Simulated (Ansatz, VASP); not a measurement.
# Two plane-wave programs on SnO2

Contents of INCAR:

```
ALGO = Normal
EDIFF = 1E-7
ENCUT = 520
GGA = PS
ISIF = 2
ISMEAR = 0
IVDW = 12
LASPH = T
LCHARG = T
LELF = T
LREAL = F
LVHAR = T
LWAVE = F
NBANDS = 35
NELM = 80
PREC = Accurate
SIGMA = 0.05
```

KPOINTS

```
k-points
0
Gamma
  12 12 4
```

POSCAR

```
SnO2
1.0
    3.1779419946      0.0000000000      0.0000000000
   -1.5889709973      2.7521784991      0.0000000000
    0.0000000000      0.0000000000     10.1134263721
Sn O
2 4
Direct
   -0.1673996281     -0.0749842258      0.5000000000
    0.1673996281      0.0749842258      0.0000000000
    0.4968903107      0.2572844869      0.4003665319
    0.8364430226      0.4093821798      0.0996334681
    0.1635569774      0.5906178202      0.5996334681
    0.5031096893      0.7427155131      0.9003665319
```

Input for Ansatz:

```yaml
crystal:
  lattice:
    - [3.1779419946, 0.0, 0.0]
    - [-1.5889709973, 2.7521784991, 0.0]
    - [0.0, 0.0, 10.1134263721]
  atoms:
    - { symbol: Sn, position: [-0.1673996281, -0.0749842258, 0.5] }
    - { symbol: Sn, position: [0.1673996281, 0.0749842258, 0.0] }
    - { symbol: O, position: [0.4968903107, 0.2572844869, 0.4003665319] }
    - { symbol: O, position: [0.8364430226, 0.4093821798, 0.0996334681] }
    - { symbol: O, position: [0.1635569774, 0.5906178202, 0.5996334681] }
    - { symbol: O, position: [0.5031096893, 0.7427155131, 0.9003665319] }
basis:
  ecutwfc: 520.0
kpoints:
  mp_grid: { grid: [12, 12, 4] }
hamiltonian:
  xc: pbesol
  pseudopotentials: { kind: paw, azcp: { folder: soft_1 } }
  dispersion: d3bj
scf:
  occupations: { method: gaussian, width: 0.05 }
output:
  forces: true
  stress: true
  eigenvalues: true
  write_density: true
  write_potential: true
  elf: true
  volumetric_format: npy
```

Change from the starting cell: mode 1 frozen in at -0.419 Å and mode 2 at -0.209 Å (largest displacements).

Alike in both runs: task single point; functional PBEsol; dispersion D3(BJ); k mesh 12 × 12 × 4; occupations gaussian, width 0.05 eV; no spin polarisation.

|  | VASP | Ansatz |
| --- | --- | --- |
| version | VASP 6.6.1 | Ansatz 0.2.0 |
| potentials or method | VASP PAW PBE potentials, release 64 (Sn_d, O), cutoff 520 eV | scalar-relativistic, plane waves, PAW |
| valence electrons in the cell | 52 | 52 |

|  | VASP | Ansatz | Ansatz less VASP |
| --- | --- | --- | --- |
| gap on the k mesh at the Fermi level (eV) | 2.24 | 2.26 | +0.019 |
| least direct gap on the mesh (eV) | 2.60 | 2.61 | +0.011 |
| pressure (GPa) | 0.5 | -0.2 | -0.69 |
| traceless stress, the component that is largest in VASP (GPa) | -1.26 | -0.83 | +0.426 |
| rms of the force components (eV/Å) | 0.061 | 0.040 | -0.0205 |

VASP's potentials were made for PBE, not for PBEsol, and Ansatz warns of the same on its side. Atom by atom the forces differ by 0.030 eV/Å (rms over components).
